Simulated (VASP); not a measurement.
Write the native input for VASP 6.6.1 that does the following.

```
Task                   : single point
Functional             : LDA
Potentials or basis    : VASP PAW LDA potentials, release 64 (Hf_pv, Os)
Cutoff                 : 520 eV
k mesh                 : 9 × 9 × 9
Occupations            : methfessel-paxton, width 0.15 eV
Spin                   : no spin polarisation
Dipole correction      : no
Further INCAR settings : ALGO = Normal; EDIFF = 1e-06; NBANDS = 16
```

The structure of HfOs lies in POSCAR:

```
HfOs
1.0
    3.2062805913      0.0000000000      0.0000000000
    0.0000000000      3.2062805913      0.0000000000
    0.0000000000      0.0000000000      3.2062805913
Hf Os
1 1
Direct
    0.0000000000      0.0000000000      0.0000000000
    0.5000000000      0.5000000000      0.5000000000
```

These files were run (other wordings do the same):

INCAR

```
SYSTEM = HfOs
PREC = Accurate
ENCUT = 520
EDIFF = 1E-6
ISMEAR = 1
SIGMA = 0.15
LREAL = .FALSE.
LASPH = .TRUE.
NELM = 60
ALGO = Normal
ISIF = 2
LWAVE = .FALSE.
LCHARG = .TRUE.
GGA = CA
LELF = .TRUE.
LVHAR = .TRUE.
NBANDS = 16
```

KPOINTS

```
regular mesh
0
G
  9 9 9
  0 0 0
```

Potentials or basis: VASP PAW LDA potentials, release 64 (Hf_pv, Os).

Command:

```console
$ cat potpaw_LDA.64/Hf_pv/POTCAR potpaw_LDA.64/Os/POTCAR > POTCAR
$ mpirun -np 1 vasp_std > vasp.out
```

It gave:

```
Pressure               : -1.6 GPa
Band gap on the k mesh : zero (band 9 reaches 7.40 eV, above the bottom of band 10 at 6.62 eV)
```

Caveat: spin-orbit coupling is left out, which moves the levels of the heavy elements.

It took 9.9 s on 1 thread of Intel Xeon 6975P-C, on a shared host, peak memory 0.14 GiB.
